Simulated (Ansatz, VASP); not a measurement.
Two plane-wave programs on ZrC

```
CELL_PARAMETERS angstrom
3.88824 0.00000 0.00000
-1.94412 3.36731 0.00000
0.00000 0.00000 4.71394
ATOMIC_POSITIONS crystal
Zr 0.33333 0.66667 0.94219
Zr 0.66667 0.33333 0.44219
C 0.33333 0.66667 0.43381
C 0.66667 0.33333 0.93381
```

Alike in both runs: task electric field gradients; functional PBE; k mesh 13 × 13 × 7; occupations fermi-dirac, width 0.05 eV; no spin polarisation.

|  | VASP | Ansatz |
| --- | --- | --- |
| version | VASP 6.6.1 | Ansatz 0.2.0 |
| potentials or method | VASP PAW PBE potentials, release 64 (Zr_sv, C) | PAW with Ansatz's default frozen-core files, scalar-relativistic |
| plane-wave cutoff (eV) | 520 | 420 |
| valence electrons in the cell | 32 | 32 |

Ansatz gave:

| Quantity | Value |
| --- | --- |
| pressure (GPa) | 0.0 |
| size of Vzz on the site where it differs most (V/Å²) | 80.8 |

**Question.** Estimate VASP's values.

**Answer.** Pressure (GPa): 0.2; size of Vzz on the site where it differs most (V/Å²): 80.2.

The functional is the same, so the differences come from potentials, cutoffs and numerics.
